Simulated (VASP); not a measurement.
# Nb16H (a cell with a defect) in VASP: single point with PBEsol

Aim: the single point of Nb16H (a cell with a defect) with PBEsol.

Program: VASP 6.6.1. These are calculated values, not measurements. Logs are shortened: lines on timing, memory, paths and dates and some standing lists are left out, and cuts for length are marked.

## (1) The cell of the first run

The cell holds a defect, 17 atoms: a = 6.544 Å, b = 6.544 Å, c = 6.544 Å, α = 90.00°, β = 90.00°, γ = 90.00°.

## (2) Single point, PBEsol

File INCAR:

```
SYSTEM = Nb16H
ALGO     = Normal         ! electronic algorithm
EDIFF    = 1E-6           ! SCF threshold, eV
ENCUT    = 520            ! plane-wave cutoff, eV
GGA      = PS             ! functional
ISIF     = 2              ! what is computed and relaxed
ISMEAR   = 0              ! smearing method
LASPH    = .TRUE.         ! aspherical terms in the spheres
LCHARG   = .TRUE.         ! write CHGCAR
LELF     = .TRUE.         ! ELF
LREAL    = Auto         
LVHAR    = .TRUE.       
LWAVE    = .FALSE.        ! write WAVECAR
NBANDS   = 118            ! bands
NELM     = 80             ! most SCF steps
PREC     = Accurate       ! precision mode
SIGMA    = 0.1            ! smearing width, eV
```

File KPOINTS:

```
Automatic mesh
0
Gamma
  4 4 4
  0.5 0.5 0.5
```

File POSCAR:

```
Nb16H
1.0
    6.5442909390      0.0000000000      0.0000000000
    0.0000000000      6.5442909390      0.0000000000
    0.0000000000      0.0000000000      6.5442909390
Nb H
16 1
Direct
   -0.0117027193     -0.0088787312     -0.0000006112
    0.4994275209     -0.0026001289      0.0000000000
   -0.0007984058      0.4985310143     -0.0000007640
    0.0005108269     -0.0000883213      0.4999996226
    0.2518139880      0.2583577069      0.2619394547
    0.5011221278      0.5006264285     -0.0000001528
    0.5000281972      0.0021767064      0.5000002339
    0.7509634040      0.2464389213      0.2486634557
    0.0021452286      0.5018951680      0.4999993170
    0.2491026171      0.7510323190      0.2499500733
    0.2518135296      0.2583577069      0.7380596378
    0.5050693850      0.5043221689      0.4999999283
    0.7482379750      0.7457040106      0.2506308193
    0.7509629455      0.2464390742      0.7513354840
    0.2491021587      0.7510324718      0.7500496304
    0.7482375166      0.7457041634      0.7493690372
    0.2331392376      0.1468327140     -0.0000003056
```

Potentials or basis: VASP PAW PBE potentials, release 64 (Nb_sv, H).

On the command line:

```
> cat potpaw_PBE.64/Nb_sv/POTCAR potpaw_PBE.64/H/POTCAR > POTCAR
> mpirun -np 1 vasp_std > vasp.out
```

OUTCAR:

```text
SYSTEM = Nb16H
   EDIFF = 1E-6
   ENCUT = 520
   GGA = PS
   ISIF = 2
   ISMEAR = 0
   LASPH = .TRUE.
   LREAL = Auto
   NELM = 80
   PREC = Accurate

 ion  position               nearest neighbor table
   1  0.988  0.991  1.000-  17 1.90  16 2.78  13 2.78   8 2.80  14 2.80  15 2.84  10 2.84  11 3.00
                             5 3.00
   2  0.499  0.997  0.000-  10 2.82  15 2.82   8 2.83  14 2.83  16 2.84  13 2.84   5 2.91  11 2.91

   3  0.999  0.499  1.000-  16 2.83  13 2.83  14 2.83   8 2.83  15 2.84  10 2.84  11 2.85   5 2.85

   4  0.001  1.000  0.500-   8 2.82  14 2.82  15 2.82  10 2.82  11 2.83   5 2.83  13 2.86  16 2.86

   5  0.252  0.258  0.262-  17 1.87   9 2.76  12 2.79   7 2.81   4 2.83   6 2.85   3 2.85   2 2.91
                             1 3.00
   6  0.501  0.501  1.000-  16 2.81  13 2.81  10 2.84  15 2.84   8 2.84  14 2.84   5 2.85  11 2.85

   7  0.500  0.002  0.500-  11 2.81   5 2.81  14 2.82   8 2.82  15 2.84  10 2.84  16 2.85  13 2.85

   8  0.751  0.246  0.249-   1 2.80   7 2.82   4 2.82   3 2.83   2 2.83   6 2.84  12 2.85   9 2.86

   9  0.002  0.502  0.500-  11 2.76   5 2.76  10 2.82  15 2.82  13 2.82  16 2.82   8 2.86  14 2.86

  10  0.249  0.751  0.250-   9 2.82   2 2.82   4 2.82   1 2.84   7 2.84   3 2.84   6 2.84  12 2.84

  11  0.252  0.258  0.738-  17 1.87   9 2.76  12 2.79   7 2.81   4 2.83   6 2.85   3 2.85   2 2.91
                             1 3.00
  12  0.505  0.504  0.500-  16 2.77  13 2.77  11 2.79   5 2.79  10 2.84  15 2.84  14 2.85   8 2.85

  13  0.748  0.746  0.251-  12 2.77   1 2.78   6 2.81   9 2.82   3 2.83   2 2.84   7 2.85   4 2.86

  14  0.751  0.246  0.751-   1 2.80   7 2.82   4 2.82   3 2.83   2 2.83   6 2.84  12 2.85   9 2.86

  15  0.249  0.751  0.750-   9 2.82   2 2.82   4 2.82   1 2.84   7 2.84   3 2.84   6 2.84  12 2.84

  16  0.748  0.746  0.749-  12 2.77   1 2.78   6 2.81   9 2.82   3 2.83   2 2.84   7 2.85   4 2.86

  17  0.233  0.147  1.000-   5 1.87  11 1.87   1 1.90

  LATTYP: Found a simple cubic cell.
 ALAT       =     6.5442909390

  Lattice vectors:

 A1 = (   6.5442909390,   0.0000000000,   0.0000000000)
 A2 = (   0.0000000000,   6.5442909390,   0.0000000000)
 A3 = (   0.0000000000,   0.0000000000,   6.5442909390)

Analysis of symmetry for initial positions (statically):
=====================================================================
 Subroutine PRICEL returns:
 Original cell was already a primitive cell.

 Routine SETGRP: Setting up the symmetry group for a
 simple cubic supercell.

 Subroutine GETGRP returns: Found  2 space group operations
 (whereof  2 operations were pure point group operations)
 out of a pool of 48 trial point group operations.

The static configuration has the point symmetry C_1h.

Analysis of symmetry for dynamics (positions and initial velocities):
=====================================================================
 Subroutine PRICEL returns:
 Original cell was already a primitive cell.

 Routine SETGRP: Setting up the symmetry group for a
 simple cubic supercell.

 Subroutine GETGRP returns: Found  2 space group operations
 (whereof  2 operations were pure point group operations)
 out of a pool of 48 trial point group operations.

The dynamic configuration has the point symmetry C_1h.

 Subroutine INISYM returns: Found  2 space group operations
 (whereof  2 operations are pure point group operations),
 and found     1 'primitive' translations

----------------------------------------------------------------------------------------

                                     Primitive cell

  volume of cell :     280.2772

  direct lattice vectors                    reciprocal lattice vectors
     6.544290939  0.000000000  0.000000000     0.152804942  0.000000000  0.000000000
     0.000000000  6.544290939  0.000000000     0.000000000  0.152804942  0.000000000
     0.000000000  0.000000000  6.544290939     0.000000000  0.000000000  0.152804942

  length of vectors
     6.544290939  6.544290939  6.544290939     0.152804942  0.152804942  0.152804942

  position of ions in fractional coordinates (direct lattice)
     0.988297281  0.991121269  0.999999389
     0.499427521  0.997399871  0.000000000
     0.999201594  0.498531014  0.999999236
     0.000510827  0.999911679  0.499999623
     0.251813988  0.258357707  0.261939455
     0.501122128  0.500626428  0.999999847
[... 9 lines left out ...]
     0.748237517  0.745704163  0.749369037
     0.233139238  0.146832714  0.999999694

  ion indices of the primitive-cell ions
   primitive index   ion index
                 1           1
                 2           2
                 3           3
                 4           4
                 5           5
                 6           6
[... 9 lines left out ...]
                16          16
                17          17

----------------------------------------------------------------------------------------

 KPOINTS: Automatic mesh

Automatic generation of k-mesh.
 Grid dimensions read from file:
 generate k-points for:    4    4    4

 Generating k-lattice:

  Cartesian coordinates                     Fractional coordinates (reciprocal lattice)
     0.038201236  0.000000000  0.000000000     0.250000000  0.000000000  0.000000000
     0.000000000  0.038201236  0.000000000     0.000000000  0.250000000  0.000000000
     0.000000000  0.000000000  0.038201236     0.000000000  0.000000000  0.250000000

  Length of vectors
     0.038201236  0.038201236  0.038201236

  Shift w.r.t. Gamma in fractional coordinates (k-lattice)
     0.500000000  0.500000000  0.500000000

 Subroutine IBZKPT returns following result:
 ===========================================

 Found     16 irreducible k-points:

 Following reciprocal coordinates:
            Coordinates               Weight
  0.125000  0.125000  0.125000      4.000000
 -0.125000  0.125000  0.125000      4.000000
  0.375000  0.125000  0.125000      4.000000
  0.125000  0.375000  0.125000      4.000000
  0.125000  0.125000  0.375000      4.000000
 -0.125000  0.375000  0.125000      4.000000
[... 8 lines left out ...]
  0.375000  0.375000  0.375000      4.000000
 -0.375000  0.375000  0.375000      4.000000
   k-points           NKPTS =     16   k-points in BZ     NKDIM =     16   number of bands    NBANDS=    118
   number of dos      NEDOS =    301   number of ions     NIONS =     17
   total plane-waves  NPLWV = 125000
   dimension x,y,z NGX =    50 NGY =   50 NGZ =   50
   dimension x,y,z NGXF=   100 NGYF=  100 NGZF=  100
   ions per type =              16   1
   NGX,Y,Z   is equivalent  to a cutoff of  12.70, 12.70, 12.70 a.u.
   NGXF,Y,Z  is equivalent  to a cutoff of  25.40, 25.40, 25.40 a.u.
 SYSTEM =  Nb16H
   PREC   = accura    normal or accurate (medium, high low for compatibility)
   ISTART =      0    job   : 0-new  1-cont  2-samecut
   ICHARG =      2    charge: 1-file 2-atom 10-const
   ISPIN  =      1    spin polarized calculation?
   LNONCOLLINEAR =      F non collinear calculations
   LSORBIT =      F    spin-orbit coupling
   LASPH  =      T    aspherical Exc in radial PAW
   ENCUT  =  520.0 eV  38.22 Ry    6.18 a.u.  12.17 12.17 12.17*2*pi/ulx,y,z
   NELM   =     80;   NELMIN=  2; NELMDL= -5     # of ELM steps
   EDIFF  = 0.1E-05   stopping-criterion for ELM
   LREAL  =      T    real-space projection
   EDIFFG = 0.1E-04   stopping-criterion for IOM
   NSW    =      0    number of steps for IOM
[... 5 lines left out ...]
   TEBEG  =    0.0;   TEEND  =   0.0 temperature during run
   PSTRESS=    0.0 pullay stress
   NELECT =     209.0000    total number of electrons
   NUPDOWN=      -1.0000    fix difference up-down
   EMIN   =  10.00;   EMAX   =-10.00  energy-range for DOS
   EFERMI =   0.00;   METHOD = LEGACY
   ISMEAR =     0;   SIGMA  =   0.10  broadening in eV -4-tet -1-fermi 0-gaus
   EFERMI_NEDOS =   21; number of points for ismear=-14 and -15
   IALGO  =     38    algorithm
   IMIX   =      4    mixing-type and parameters
     AMIX     =   0.40;   BMIX     =  1.00
     AMIX_MAG =   1.60;   BMIX_MAG =  1.00
  volume/ion in A,a.u.               =      16.49       111.26
  Fermi-wavevector in a.u.,A,eV,Ry     =   1.484548  2.805389 29.985657  2.203884
  Thomas-Fermi vector in A             =   2.598071
   LORBIT       =      0    0 simple, 1 ext, 2 COOP (PROOUT), +10 PAW based schemes
   GGA     = PS    functional components
   LHFCALC =     F    Hartree Fock is set to
   AEXX    =    0.0000 exact exchange contribution
   IVDW    =     0    specifies the selected vdW correction
   LEPSILON=     F    determine dielectric tensor
   LRPA    =     F    only Hartree local field effects (RPA)
 non-spin polarized calculation
 Gauss-broadening in eV      SIGMA  =   0.10
  energy-cutoff  :      520.00
  volume of cell :      280.28
 maximum number of plane-waves:      7562
 NGX is ok and might be reduce to    50
   NGX = 25   NGY = 25   NGZ = 25

 number of electron     209.0000019 magnetization

 Free energy of the ion-electron system (eV)
  ---------------------------------------------------
  ext. energy  EPLUGINS =         0.00000000
  ---------------------------------------------------
  free energy    TOTEN  =      -178.87632941 eV

  energy without entropy =     -178.72921515  energy(sigma->0) =     -178.80277228

 E-fermi :  11.4970     XC(G=0): -12.8084

 val. band max:       11.4809154029   @ k =  -0.1250   0.3750   0.3750
 cond. band min:      11.5006787310   @ k =  -0.1250   0.1250   0.3750
 fundamental gap:      0.0197633282
 Fermi energy:        11.4969793630

 k-point     1 :       0.1250    0.1250    0.1250
  band No.  band energies     occupation
      1     -42.7334      2.00000
      2     -42.5594      2.00000
      3     -42.5493      2.00000
      4     -42.5345      2.00000
      5     -42.5007      2.00000
      6     -42.4897      2.00000
[... 108 lines left out ...]
    115      13.0704      0.00000
    116      13.2081      0.00000

 k-point     2 :      -0.1250    0.1250    0.1250
  band No.  band energies     occupation
      1     -42.7335      2.00000
      2     -42.5607      2.00000
      3     -42.5455      2.00000
      4     -42.5370      2.00000
      5     -42.5007      2.00000
      6     -42.4904      2.00000
[... 1658 lines left out ...]
 k-point    16 :      -0.3750    0.3750    0.3750
  band No.  band energies     occupation
      1     -42.6361      2.00000
      2     -42.5935      2.00000
      3     -42.5841      2.00000
      4     -42.5715      2.00000
      5     -42.5449      2.00000
      6     -42.5367      2.00000
[... 108 lines left out ...]
    115      14.2371      0.00000
    116      14.3417      0.00000
 [bands above 116 left out]

------------------------ aborting loop because EDIFF is reached ----------------------------------------

  FORCE on cell =-STRESS in cart. coord.  units (eV):
  Direction    XX          YY          ZZ          XY          YZ          ZX
  --------------------------------------------------------------------------------------
  -------------------------------------------------------------------------------------
  Total        2.9703228      3.4135578      4.5760590      0.1899103      0.0000000      0.0000000
  in kB       16.9795599     19.5132699     26.1585945      1.0856035      0.0000000      0.0000000
  external PRESSURE =      20.8838081 kB  Pullay stress =       0.0000000 kB

 VOLUME and BASIS-vectors are now :
 -----------------------------------------------------------------------------
  energy-cutoff  :      520.00
  volume of cell :      280.28
      direct lattice vectors                 reciprocal lattice vectors
     6.544290939  0.000000000  0.000000000     0.152804942  0.000000000  0.000000000
     0.000000000  6.544290939  0.000000000     0.000000000  0.152804942  0.000000000
     0.000000000  0.000000000  6.544290939     0.000000000  0.000000000  0.152804942

 POSITION                                       TOTAL-FORCE (eV/Angst)
 -----------------------------------------------------------------------------------
      6.46770      6.48619      6.54429         0.006993      0.040689      0.000000
      3.26840      6.52727      0.00000         0.028154     -0.016134      0.000000
      6.53907      3.26253      6.54429        -0.014418      0.026404      0.000000
      0.00334      6.54371      3.27214         0.000834      0.027593      0.000000
      1.64794      1.69077      1.71421        -0.041813      0.015260     -0.035020
      3.27949      3.27624      6.54429        -0.015260      0.009576      0.000000
[... 9 lines left out ...]
      4.89668      4.88010      4.90409        -0.004661      0.021919      0.013186
      1.52573      0.96092      6.54429         0.248576     -0.271200      0.000000
 -----------------------------------------------------------------------------------
    total drift:                                0.003896      0.009580      0.057872

  FREE ENERGIE OF THE ION-ELECTRON SYSTEM (eV)
  ---------------------------------------------------
  free  energy   TOTEN  =      -178.8763294109 eV

  energy  without entropy=     -178.7292151459  energy(sigma->0) =     -178.80277228
```

Run time: 16 min. Hardware: 1 thread of Intel Xeon Platinum 8488C (Sapphire Rapids), shared host; peak memory 0.53 GiB.

What came out:

```yaml
Free_energy: -178.8763 eV
Pressure: 2.1 GPa
Largest_force: 0.368 eV/Å
Band_gap_on_the_k_mesh: zero (an odd number of electrons rules out a gap without spin polarisation)
```

Forces on the atoms (eV/Å):
```
Nb   0.007  0.041  0.000
Nb   0.028 -0.016  0.000
Nb  -0.014  0.026  0.000
Nb   0.001  0.028  0.000
Nb  -0.042  0.015 -0.035
Nb  -0.015  0.010  0.000
Nb  -0.037  0.017  0.000
Nb  -0.025  0.015 -0.009
Nb  -0.029  0.023  0.000
Nb  -0.001  0.021 -0.006
Nb  -0.042  0.015  0.035
Nb  -0.043 -0.003  0.000
Nb  -0.005  0.022 -0.013
Nb  -0.025  0.015  0.009
Nb  -0.001  0.021  0.006
Nb  -0.005  0.022  0.013
H    0.249 -0.271  0.000
```

Caveat: the PAW data sets were made with another functional, which shifts forces and pressure a little.
